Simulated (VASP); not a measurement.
Input of a VASP 6.6.1 run:

INCAR

```
SYSTEM = Sn
PREC = Accurate ; ENCUT = 520
EDIFF = 1E-6 ; ISMEAR = -1
SIGMA = 0.1 ; LREAL = .FALSE.
LASPH = .TRUE. ; NELM = 80
ALGO = Normal ; ISIF = 2
LWAVE = .FALSE. ; LCHARG = .FALSE.
GGA = PS ; NBANDS = 13
```

Contents of KPOINTS:

```
Automatic mesh
0
G
  11 11 11
  0 0 0
```

POSCAR

```
Sn
1.0
   -1.8156144705      1.8156144705      1.8156144705
    1.8156144705     -1.8156144705      1.8156144705
    1.8156144705      1.8156144705     -1.8156144705
Sn
1
Direct
    0.0000000000      0.0000000000      0.0000000000
```

Potentials or basis: VASP PAW PBE potentials, release 64 (Sn_d).

Run with:

```console
$ cat potpaw_PBE.64/Sn_d/POTCAR > POTCAR
$ mpirun -np 1 vasp_std > vasp.out
```

**Question.** What does it give for the band gap on the k mesh?

**Answer.** Zero (band 7 reaches 18.76 eV, above the bottom of band 8 at 6.75 eV).

**Question.** What does it give for the pressure?

**Answer.** 6.4 GPa.

Caveat: the PAW data sets were made with another functional, which shifts forces and pressure a little; spin-orbit coupling is left out, which moves the levels of the heavy elements.
